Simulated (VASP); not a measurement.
# Si5Mo3 in VASP: further runs

The runs below take Si5Mo3 through single point, with PBE.

All numbers are computed with VASP 6.6.1; they aren't measurements. Logs are shortened: lines on timing, memory, paths and dates and some standing lists are left out, and cuts for length are marked.

## (1) The cell of the first run

The cell holds a disordered packing, 24 atoms: a = 7.460 Å, b = 6.805 Å, c = 7.543 Å, α = 88.30°, β = 87.28°, γ = 88.68°.

## (2) Single point, PBE

The input, INCAR:

```
ALGO = Normal ; EDIFF = 1E-7
ENCUT = 520 ; GGA = PE
ISIF = 2 ; ISMEAR = -1
ISYM = 0 ; LASPH = T
LCHARG = T ; LELF = T
LREAL = Auto ; LVHAR = T
LWAVE = F ; NBANDS = 111
NELM = 100 ; PREC = Accurate
SIGMA = 0.05
```

The input, KPOINTS:

```
Automatic mesh
0
Gamma
  1 1 1
  0.25 0.25 0.25
```

The input, POSCAR:

```
Si5Mo3
1.0
    7.4574090000      0.0809830000      0.1775480000
    0.0809830000      6.8034930000      0.1053960000
    0.1775480000      0.1053960000      7.5398230000
Si Mo
15 9
Direct
    0.9303719360      0.0196056532      0.8970432020
    0.5493841461      0.1442195311      0.3467366252
    0.8285934580      0.5079574430      0.5340345796
    0.4918764046      0.2759859797      0.7156504217
    0.3323519115      0.8272746730      0.4642557446
    0.0717033735      0.2715755198      0.0251347062
    0.1605400177      0.8778003287      0.1579433360
    0.6356398870      0.8509100502      0.5265513386
    0.3350438218      0.7417018927      0.7940103139
    0.1345470040      0.1415948842      0.6524837405
    0.7273916606      0.4564656040      0.8573959119
    0.5865832616      0.6795102144      0.1823953502
    0.0692596801      0.5606358571      0.2845555268
    0.4938899223      0.0776034023      0.0406667032
    0.4187301875      0.4528709579      0.3853711825
    0.7915939471      0.1617569817      0.5867855968
    0.7945232428      0.9430398198      0.2250209803
    0.6538601467      0.8306210870      0.8607602988
    0.0313821782      0.6521449721      0.9582794829
    0.3993430698      0.4391315286      0.9904713586
    0.7811579865      0.3821572653      0.2250104697
    0.2126920991      0.1706454114      0.3069347383
    0.1995773769      0.4798423025      0.6177642335
    0.9997383745      0.8238629764      0.5509335682
```

Potentials or basis: VASP PAW PBE potentials, release 64 (Si, Mo_sv).

Started as:

```bash
> cat potpaw_PBE.64/Si/POTCAR potpaw_PBE.64/Mo_sv/POTCAR > POTCAR
> mpirun -np 1 vasp_std > vasp.out
```

OUTCAR:

```text
EDIFF = 1E-7
   ENCUT = 520
   GGA = PE
   ISIF = 2
   ISMEAR = -1
   ISYM = 0
   LASPH = T
   LREAL = Auto
   NELM = 100
   PREC = Accurate

 ion  position               nearest neighbor table
   1  0.930  0.020  0.897-   6 2.29  10 2.47  18 2.49  19 2.63  17 2.67  16 2.74   7 2.81  24 2.98

   2  0.549  0.144  0.347-  15 2.32  17 2.42  14 2.42   8 2.47  21 2.52  22 2.55  16 2.63   5 2.82
                             4 2.96
   3  0.829  0.508  0.534-  16 2.40  24 2.53  11 2.54  21 2.55  13 2.56   8 2.71  23 2.87
   4  0.492  0.276  0.716-  20 2.44  11 2.47  16 2.51  23 2.68  14 2.76  15 2.81  10 2.90   2 2.96

   5  0.332  0.827  0.464-   8 2.34  24 2.54   9 2.54  15 2.69   7 2.70  22 2.74  23 2.78   2 2.82
                            10 2.93  12 2.96  13 3.09
   6  0.072  0.272  0.025-   1 2.29  22 2.49  19 2.64  21 2.69  20 2.72  13 2.81   7 2.91  10 2.98
                            11 3.14
   7  0.161  0.878  0.158-  22 2.37  19 2.43  13 2.43   5 2.70  17 2.78   1 2.81   6 2.91  14 2.95
                             9 3.14  24 3.16
   8  0.636  0.851  0.527-   5 2.34   2 2.47  16 2.50  18 2.53  17 2.58   3 2.71  24 2.73  12 2.92
                             9 3.03
   9  0.335  0.742  0.794-  23 2.51   5 2.54  18 2.54  20 2.55  19 2.61   8 3.03   7 3.14  24 3.20

  10  0.135  0.142  0.652-  23 2.37   1 2.47  24 2.56  16 2.63  22 2.65   4 2.90   5 2.93   6 2.98

  11  0.727  0.456  0.857-   4 2.47   3 2.54  18 2.59  20 2.60  19 2.80  21 2.85  16 2.92  12 3.05
                             6 3.14
  12  0.587  0.680  0.182-  17 2.44  15 2.46  21 2.48  18 2.64  20 2.68   8 2.92  14 2.96   5 2.96
                            11 3.05
  13  0.069  0.561  0.285-   7 2.43  19 2.55  21 2.56   3 2.56  24 2.75  23 2.77   6 2.81  15 2.82
                            22 2.84   5 3.09  17 3.31
  14  0.494  0.078  0.041-   2 2.42  18 2.45  20 2.57   4 2.76  17 2.82  22 2.91   7 2.95  12 2.96

  15  0.419  0.453  0.385-   2 2.32  23 2.35  12 2.46  22 2.59   5 2.69   4 2.81  13 2.82  21 2.94
                            20 2.99
  16  0.792  0.162  0.587-   3 2.40   8 2.50   4 2.51   2 2.63  10 2.63   1 2.74  24 2.76  11 2.92
                            21 3.08  17 3.15  18 3.17
  17  0.795  0.943  0.225-   2 2.42  12 2.44   8 2.58   1 2.67   7 2.78  14 2.82  21 2.99  24 3.04
                            18 3.11  16 3.15  19 3.29  13 3.31
  18  0.654  0.831  0.861-  14 2.45   1 2.49   8 2.53   9 2.54  11 2.59  12 2.64  17 3.11  19 3.15
                            16 3.17  24 3.40  20 3.40
  19  0.031  0.652  0.958-   7 2.43  13 2.55   9 2.61   1 2.63   6 2.64  11 2.80  23 3.06  20 3.09
                            18 3.15  21 3.24  24 3.27  17 3.29
  20  0.399  0.439  0.990-   4 2.44   9 2.55  14 2.57  11 2.60  12 2.68   6 2.72  15 2.99  19 3.09
                            22 3.24  23 3.25  18 3.40  21 3.43
  21  0.781  0.382  0.225-  12 2.48   2 2.52   3 2.55  13 2.56   6 2.69  11 2.85  15 2.94  17 2.99
                            16 3.08  19 3.24  20 3.43
  22  0.213  0.171  0.307-   7 2.37   6 2.49   2 2.55  15 2.59  10 2.65   5 2.74  13 2.84  14 2.91
                            23 3.19  20 3.24  24 3.33
  23  0.200  0.480  0.618-  15 2.35  10 2.37   9 2.51   4 2.68  13 2.77   5 2.78  24 2.79   3 2.87
                            19 3.06  22 3.19  20 3.25
  24  1.000  0.824  0.551-   3 2.53   5 2.54  10 2.56   8 2.73  13 2.75  16 2.76  23 2.79   1 2.98
                            17 3.04   7 3.16   9 3.20  19 3.27  22 3.33  18 3.40

IMPORTANT INFORMATION: All symmetrisations will be switched off!
NOSYMM: (Re-)initialisation of all symmetry stuff for point group C_1.

----------------------------------------------------------------------------------------

                                     Primitive cell

  volume of cell :     382.2000

  direct lattice vectors                    reciprocal lattice vectors
     7.457409000  0.080983000  0.177548000     0.134186363 -0.001548626 -0.003138177
     0.080983000  6.803493000  0.105396000    -0.001548626  0.147033030 -0.002018846
     0.177548000  0.105396000  7.539823000    -0.003138177 -0.002018846  0.132731227

  length of vectors
     7.459961832  6.804791221  7.542649566     0.134231987  0.147055044  0.132783668

  position of ions in fractional coordinates (direct lattice)
     0.930371936  0.019605653  0.897043202
     0.549384146  0.144219531  0.346736625
     0.828593458  0.507957443  0.534034580
     0.491876405  0.275985980  0.715650422
     0.332351911  0.827274673  0.464255745
     0.071703374  0.271575520  0.025134706
[... 16 lines left out ...]
     0.199577377  0.479842303  0.617764233
     0.999738374  0.823862976  0.550933568

  ion indices of the primitive-cell ions
   primitive index   ion index
                 1           1
                 2           2
                 3           3
                 4           4
                 5           5
                 6           6
[... 16 lines left out ...]
                23          23
                24          24

----------------------------------------------------------------------------------------

 KPOINTS: Automatic mesh

Automatic generation of k-mesh.
 Grid dimensions read from file:
 generate k-points for:    1    1    1

 Generating k-lattice:

  Cartesian coordinates                     Fractional coordinates (reciprocal lattice)
     0.134186363 -0.001548626 -0.003138177     1.000000000 -0.000000000 -0.000000000
    -0.001548626  0.147033030 -0.002018846    -0.000000000  1.000000000 -0.000000000
    -0.003138177 -0.002018846  0.132731227    -0.000000000 -0.000000000  1.000000000

  Length of vectors
     0.134231987  0.147055044  0.132783668

  Shift w.r.t. Gamma in fractional coordinates (k-lattice)
     0.250000000  0.250000000  0.250000000

 Subroutine IBZKPT returns following result:
 ===========================================

 Found      1 irreducible k-points:

 Following reciprocal coordinates:
            Coordinates               Weight
  0.250000  0.250000  0.250000      2.000000
   k-points           NKPTS =      1   k-points in BZ     NKDIM =      1   number of bands    NBANDS=    111
   number of dos      NEDOS =    301   number of ions     NIONS =     24
   total plane-waves  NPLWV = 169344
   dimension x,y,z NGX =    56 NGY =   54 NGZ =   56
   dimension x,y,z NGXF=   112 NGYF=  108 NGZF=  112
   ions per type =              15   9
   NGX,Y,Z   is equivalent  to a cutoff of  12.48, 13.19, 12.34 a.u.
   NGXF,Y,Z  is equivalent  to a cutoff of  24.96, 26.39, 24.69 a.u.
 SYSTEM =  unknown system
   PREC   = accura    normal or accurate (medium, high low for compatibility)
   ISTART =      0    job   : 0-new  1-cont  2-samecut
   ICHARG =      2    charge: 1-file 2-atom 10-const
   ISPIN  =      1    spin polarized calculation?
   LNONCOLLINEAR =      F non collinear calculations
   LSORBIT =      F    spin-orbit coupling
   LASPH  =      T    aspherical Exc in radial PAW
   ENCUT  =  520.0 eV  38.22 Ry    6.18 a.u.  13.87 12.65 14.02*2*pi/ulx,y,z
   NELM   =    100;   NELMIN=  2; NELMDL= -5     # of ELM steps
   EDIFF  = 0.1E-06   stopping-criterion for ELM
   LREAL  =      T    real-space projection
   EDIFFG = 0.1E-05   stopping-criterion for IOM
   NSW    =      0    number of steps for IOM
   IBRION =     -1    ionic relax: 0-MD 1-quasi-New 2-CG
   NFREE  =      0    steps in history (QN), initial steepest desc. (CG)
   ISIF   =      2    stress and relaxation
   ISYM   =      0    0-nonsym 1-usesym 2-fastsym
   POTIM  = 0.5000    time-step for ionic-motion
   TEBEG  =    0.0;   TEEND  =   0.0 temperature during run
   PSTRESS=    0.0 pullay stress
   NELECT =     186.0000    total number of electrons
   NUPDOWN=      -1.0000    fix difference up-down
   EMIN   =  10.00;   EMAX   =-10.00  energy-range for DOS
   EFERMI =   0.00;   METHOD = LEGACY
   ISMEAR =    -1;   SIGMA  =   0.05  broadening in eV -4-tet -1-fermi 0-gaus
   EFERMI_NEDOS =   21; number of points for ismear=-14 and -15
   IALGO  =     38    algorithm
   IMIX   =      4    mixing-type and parameters
     AMIX     =   0.40;   BMIX     =  1.00
     AMIX_MAG =   1.60;   BMIX_MAG =  1.00
  volume/ion in A,a.u.               =      15.92       107.47
  Fermi-wavevector in a.u.,A,eV,Ry     =   1.287703  2.433405 22.560883  1.658178
  Thomas-Fermi vector in A             =   2.419701
   LORBIT       =      0    0 simple, 1 ext, 2 COOP (PROOUT), +10 PAW based schemes
   GGA     = PE    functional components
   LHFCALC =     F    Hartree Fock is set to
   AEXX    =    0.0000 exact exchange contribution
   IVDW    =     0    specifies the selected vdW correction
   LEPSILON=     F    determine dielectric tensor
   LRPA    =     F    only Hartree local field effects (RPA)
 non-spin polarized calculation
  energy-cutoff  :      520.00
  volume of cell :      382.20
 maximum number of plane-waves:     10310
 NGX is ok and might be reduce to    56
   NGX = 27   NGY = 25   NGZ = 29

 number of electron     185.9999999 magnetization

 Free energy of the ion-electron system (eV)
  ---------------------------------------------------
  ext. energy  EPLUGINS =         0.00000000
  ---------------------------------------------------
  free energy    TOTEN  =      -178.48044092 eV

  energy without entropy =     -178.43563264  energy(sigma->0) =     -178.45803678

 E-fermi :   9.8026     XC(G=0): -11.6216

 val. band max:        9.6608549843   @ k =   0.2500   0.2500   0.2500
 cond. band min:       9.9456422859   @ k =   0.2500   0.2500   0.2500
 fundamental gap:      0.2847873015
 Fermi energy:         9.8026267084

 k-point     1 :       0.2500    0.2500    0.2500
  band No.  band energies     occupation
      1     -51.0635      2.00000
      2     -50.9474      2.00000
      3     -50.9252      2.00000
      4     -50.9220      2.00000
      5     -50.8907      2.00000
      6     -50.8453      2.00000
[... 97 lines left out ...]
    104      11.3021      0.00000
    105      11.4050      0.00000
 [bands above 105 left out]

------------------------ aborting loop because EDIFF is reached ----------------------------------------

  FORCE on cell =-STRESS in cart. coord.  units (eV):
  Direction    XX          YY          ZZ          XY          YZ          ZX
  --------------------------------------------------------------------------------------
  -------------------------------------------------------------------------------------
  Total      -19.4282210     -1.8303124    -13.4186764      3.7002857     -0.1443455      2.2231779
  in kB      -81.4428499     -7.6726456    -56.2509170     15.5115494     -0.6050943      9.3195330
  external PRESSURE =     -48.4554708 kB  Pullay stress =       0.0000000 kB

 VOLUME and BASIS-vectors are now :
 -----------------------------------------------------------------------------
  energy-cutoff  :      520.00
  volume of cell :      382.20
      direct lattice vectors                 reciprocal lattice vectors
     7.457409000  0.080983000  0.177548000     0.134186363 -0.001548626 -0.003138177
     0.080983000  6.803493000  0.105396000    -0.001548626  0.147033030 -0.002018846
     0.177548000  0.105396000  7.539823000    -0.003138177 -0.002018846  0.132731227

 POSITION                                       TOTAL-FORCE (eV/Angst)
 -----------------------------------------------------------------------------------
      7.09902      0.30328      6.93080        -0.529313     -0.933880     -0.491901
      4.17022      1.06223      2.72707        -0.405401     -0.506991      0.428550
      6.31511      3.57927      4.22718         0.697684      0.899378     -0.391276
      3.81754      1.99293      5.51230        -0.491493     -0.235258     -0.041127
      2.62791      5.70420      3.64661        -0.176571     -0.072653     -0.080826
      0.56118      1.85612      0.23086         0.572423      1.125637     -0.103238
[... 16 lines left out ...]
      1.63687      3.34588      4.74384        -0.351694      0.682641      0.312736
      7.61999      5.74417      4.41828        -0.244416      0.751499      0.434862
 -----------------------------------------------------------------------------------
    total drift:                                0.002635      0.000907      0.005315

  FREE ENERGIE OF THE ION-ELECTRON SYSTEM (eV)
  ---------------------------------------------------
  free  energy   TOTEN  =      -178.4804409225 eV

  energy  without entropy=     -178.4356326422  energy(sigma->0) =     -178.45803678
```

It took 2.9 min on 1 thread of Intel Xeon Platinum 8375C at 2.90GHz (Ice Lake), shared host; peak memory 0.39 GiB.

Results:

- Free energy: -178.4804 eV
- Pressure: -4.8 GPa
- Largest force: 1.805 eV/Å

Forces on the atoms (eV/Å):
```
Si  -0.529 -0.934 -0.492
Si  -0.405 -0.507  0.429
Si   0.698  0.899 -0.391
Si  -0.491 -0.235 -0.041
Si  -0.177 -0.073 -0.081
Si   0.572  1.126 -0.103
Si  -0.275 -0.228 -0.612
Si   0.372 -0.388  0.111
Si  -0.291  0.085  0.446
Si  -0.083 -0.812 -0.222
Si   0.776 -0.147  0.863
Si  -0.663 -0.193 -0.516
Si  -0.340 -1.029  0.487
Si  -0.374  0.546  0.137
Si   0.574  0.704 -1.560
Mo  -0.109 -0.063  0.499
Mo   1.660  0.142 -0.135
Mo  -0.248 -0.252 -0.315
Mo  -0.332 -0.175 -0.391
Mo   0.386  0.076  1.280
Mo   0.041 -0.087 -0.101
Mo  -0.165  0.110 -0.038
Mo  -0.352  0.683  0.313
Mo  -0.244  0.751  0.435
```

Stress tensor (GPa, compression positive):
```
-8.14  1.55  0.93
 1.55 -0.77 -0.06
 0.93 -0.06 -5.63
```

Caveat: the k points lie up to 0.92 Å⁻¹ apart, too coarse for converged energies, forces and pressures; the atoms stand as in a frame of molecular dynamics.

## (3) Single point, PBE

The input, INCAR:

```
SYSTEM = Si5Mo3
ALGO = Normal ; EDIFF = 1E-6
ENCUT = 520 ; GGA = PE
ISIF = 2 ; ISMEAR = -1
ISYM = 0 ; LASPH = .TRUE.
LCHARG = .FALSE. ; LREAL = Auto
LWAVE = .FALSE. ; NBANDS = 111
NELM = 80 ; PREC = Accurate
SIGMA = 0.05
```

KPOINTS is that of step 2.

The input, POSCAR:

```
Si5Mo3
1.0
    7.4574090000      0.0809830000      0.1775480000
    0.0809830000      6.8034930000      0.1053960000
    0.1775480000      0.1053960000      7.5398230000
Si Mo
15 9
Direct
    0.9370192060      0.0178032744      0.8814843160
    0.5470289901      0.1200623670      0.3839754599
    0.8313435865      0.5038201102      0.5420956148
    0.4885114217      0.2616896088      0.7251172522
    0.3500062562      0.8176297607      0.4293435248
    0.1067208736      0.2787859896      0.0160906953
    0.1656361427      0.8695124459      0.1298004609
    0.6644699471      0.8369997943      0.5079982991
    0.2987872546      0.7560761343      0.8007858434
    0.1825735879      0.1325047500      0.6546311437
    0.7296117059      0.4547402529      0.8772887768
    0.5912824580      0.6946016741      0.1467374956
    0.0725268424      0.5204511616      0.2843060817
    0.4871319125      0.0724268265      0.0556680449
    0.4432522419      0.4563623997      0.3635025225
    0.7851890315      0.1615798030      0.5950223756
    0.8190814086      0.9502779887      0.2052040526
    0.6399201657      0.8389833223      0.8474058301
    0.0241096458      0.6406142726      0.9531937552
    0.4088930412      0.4370921551      1.0051159150
    0.7652914523      0.3732974143      0.2244682639
    0.2171272656      0.1683149414      0.2980744729
    0.1929216452      0.5004412011      0.5994669433
    1.0157620822      0.8255362474      0.5596081308
```

Potentials or basis: VASP PAW PBE potentials, release 64 (Si, Mo_sv).

Started as:

```bash
> cat potpaw_PBE.64/Si/POTCAR potpaw_PBE.64/Mo_sv/POTCAR > POTCAR
> mpirun -np 1 vasp_std > vasp.out
```

Wall time 2.7 min (1 thread of Intel Xeon Platinum 8375C at 2.90GHz (Ice Lake), shared host); peak memory 0.39 GiB.

It converged, with:

| Property | Result |
| --- | --- |
| Free energy | -178.7614 eV |
| Pressure | -6.2 GPa |
| Largest force | 1.659 eV/Å |

Forces in eV/Å, atoms in the order of the input:
```
Si  -0.482  0.003 -0.282
Si  -0.389  0.692 -0.967
Si   0.659  0.843 -0.413
Si  -0.163 -0.144  0.560
Si  -0.300 -0.449  0.410
Si  -1.143 -0.104 -1.012
Si  -0.194  0.162  0.574
Si   0.619 -1.299  0.352
Si   1.583  0.469 -0.170
Si  -0.896 -0.501 -0.192
Si   0.342 -0.247 -0.185
Si   0.333 -0.087  0.612
Si  -0.631 -0.017 -0.348
Si   0.350  0.790  0.189
Si  -0.083  0.039 -0.333
Mo   1.041 -0.083  0.231
Mo  -0.067  0.701  0.443
Mo  -0.204 -0.180 -0.300
Mo  -0.890 -0.206  0.234
Mo  -0.602  0.639 -0.460
Mo   0.747 -0.269 -0.011
Mo   0.605 -0.841  0.694
Mo   0.556 -0.691 -0.070
Mo  -0.790  0.779  0.444
```

Stress tensor (GPa, compression positive):
```
-8.76  1.10  1.57
 1.10 -2.90 -1.80
 1.57 -1.80 -6.89
```

Levels at points of the mesh, in eV from the Fermi level:
```tsv
k point	band 91	band 92	band 93	band 94	band 95	band 96
(0.25, 0.25, 0.25)	-0.40	-0.35	-0.09	0.09	0.33	0.39
```

Caveat: the k points lie up to 0.92 Å⁻¹ apart, too coarse for converged energies, forces and pressures; the atoms stand as in a frame of molecular dynamics.
